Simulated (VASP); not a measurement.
Input of a VASP 6.6.1 run:

The input POSCAR:

```
BN
1.0
    0.0000000000      1.8048245542      1.8048245542
    1.8048245542      0.0000000000      1.8048245542
    1.8048245542      1.8048245542      0.0000000000
B N
1 1
Direct
    0.0000000000      0.0000000000      0.0000000000
    0.2500000000      0.2500000000      0.2500000000
```

File INCAR.step1:

```
PREC = Accurate
ENCUT = 520
EDIFF = 1E-5
ISMEAR = 0
SIGMA = 0.01
LREAL = False
LASPH = True
NELM = 80
ALGO = Normal
ISIF = 2
LWAVE = True
LCHARG = False
GGA = PE
NBANDS = 11
```

The input INCAR.step2:

```
PREC = Accurate
ENCUT = 520
EDIFF = 1E-7
ISMEAR = 0
SIGMA = 0.01
LREAL = False
LASPH = True
NELM = 80
ALGO = Normal
ISIF = 2
LWAVE = False
LCHARG = False
GGA = PE
LHFCALC = True
AEXX = 0.15
PRECFOCK = Normal
ISTART = 1
NBANDS = 11
```

File KPOINTS:

```
regular mesh
0
Gamma
  6 6 6
```

Potentials or basis: VASP PAW PBE potentials, release 64 (B, N).

Launch:

```console
$ cat potpaw_PBE.64/B/POTCAR potpaw_PBE.64/N/POTCAR > POTCAR
$ cp INCAR.step1 INCAR
$ mpirun -np 1 vasp_std > vasp.out
$ cp INCAR.step2 INCAR
$ mpirun -np 1 vasp_std > vasp.out
```

Q: Estimate the band gap on the k mesh.

A: 5.72 eV (least direct gap 10.35 eV).

Q: Predict the pressure.

A: -0.4 GPa.

Caveat: the k points lie up to 0.50 Å⁻¹ apart; the PAW data sets were made with another functional, which shifts forces and pressure a little. A k mesh can miss the band edges.
